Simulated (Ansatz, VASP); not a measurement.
## Cs: VASP beside Ansatz

INCAR

```
SYSTEM = Cs
ALGO = Normal ; EDIFF = 1E-6
ENCUT = 520 ; ISIF = 2
ISMEAR = -1 ; LASPH = .True.
LCHARG = .True. ; LELF = .True.
LREAL = .False. ; LVHAR = .True.
LWAVE = .False. ; NBANDS = 16
NELM = 80 ; PREC = Accurate
SIGMA = 0.1
```

File KPOINTS:

```
k-points
0
Gamma
  8 8 5
  0 0 0
```

Contents of POSCAR:

```
Cs
1.0
    5.3361914823      0.0000000000      0.0000000000
   -2.6680957412      4.6212773832      0.0000000000
    0.0000000000      0.0000000000      8.7350372932
Cs
2
Direct
    0.3333333333      0.6666666667      0.2500000000
    0.6666666667      0.3333333333      0.7500000000
```

Input for Ansatz:

```yaml
crystal:
  lattice:
    - [5.3361914823, 0.0, 0.0]
    - [-2.6680957412, 4.6212773832, 0.0]
    - [0.0, 0.0, 8.7350372932]
  atoms:
    - { symbol: Cs, position: [0.3333333333, 0.6666666667, 0.25] }
    - { symbol: Cs, position: [0.6666666667, 0.3333333333, 0.75] }
hamiltonian:
  xc: lda
  pseudopotentials:
    kind: paw
    azcp:
      Cs: "pseudopotentials/Cs.paw.azcp"
basis:
  ecutwfc: 420
  fft_grid_basis: typed
kpoints:
  mp_grid: { grid: [8, 8, 5], shift: [0, 0, 0] }
magnetization:
  spin_polarized: false
scf:
  occupations: { method: fermi_dirac, width: 0.1 }
  lower_state_search: "off"
output:
  stress: true
```

Alike in both runs: task single point; functional LDA; k mesh 8 × 8 × 5; occupations fermi-dirac, width 0.1 eV; no spin polarisation.

|  | VASP | Ansatz |
| --- | --- | --- |
| version | VASP 6.6.1 | Ansatz 0.2.0 |
| potentials or method | VASP PAW LDA potentials, release 64 (Cs_sv), cutoff 520 eV | plane waves (420 eV) with PAW, scalar-relativistic |
| valence electrons in the cell | 18 | 18 |

|  | VASP | Ansatz | Ansatz less VASP |
| --- | --- | --- | --- |
| pressure (GPa) | -0.2 | -0.2 | +0.01 |

Ansatz warns that its potentials were made for another functional, while VASP's fit it. LDA's correlation is that of Perdew and Zunger in VASP and of Perdew and Wang (1992) in Ansatz.

Spin-orbit coupling is off throughout.
